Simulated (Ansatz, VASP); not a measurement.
One calculation of WC4, two programs

```
W C
1.0
     4.11918    0.00000    0.00000
     0.00000    4.11918    0.00000
     0.00000    0.00000    2.77381
W C
1 4
Direct
  0.00000 0.00000 0.83458
  0.67872 0.67872 0.48927
  0.32128 0.32128 0.48927
  0.32128 0.67872 0.48927
  0.67872 0.32128 0.48927
```

Alike in both runs: functional PBE; k mesh 4 × 4 × 4; occupations gaussian, width 0.2 eV; no spin polarisation.

Ansatz relaxed the structure, and its values are those at the end. VASP's run is a single point on that final structure, the one shown.

|  | VASP | Ansatz |
| --- | --- | --- |
| version | VASP 6.6.1 | Ansatz 0.2.0 |
| potentials or method | VASP PAW PBE potentials, release 64 (W_sv, C), cutoff 600 eV | scalar-relativistic, plane waves, PAW |
| valence electrons in the cell | 30 | 30 |

VASP gave:

```
gap on the k mesh at the Fermi level (eV) : none
pressure (GPa)                            : 0.2
rms of the force components (eV/Å)        : 0.063
```

Which values does Ansatz return?

gap on the k mesh at the Fermi level (eV): none; pressure (GPa): -0.2; rms of the force components (eV/Å): 0.034.

A gap of «none» marks a metal or a gap that the smearing closes.

The k mesh is coarse, so the values compare programs but aren't converged. Neither program's run includes spin-orbit coupling.
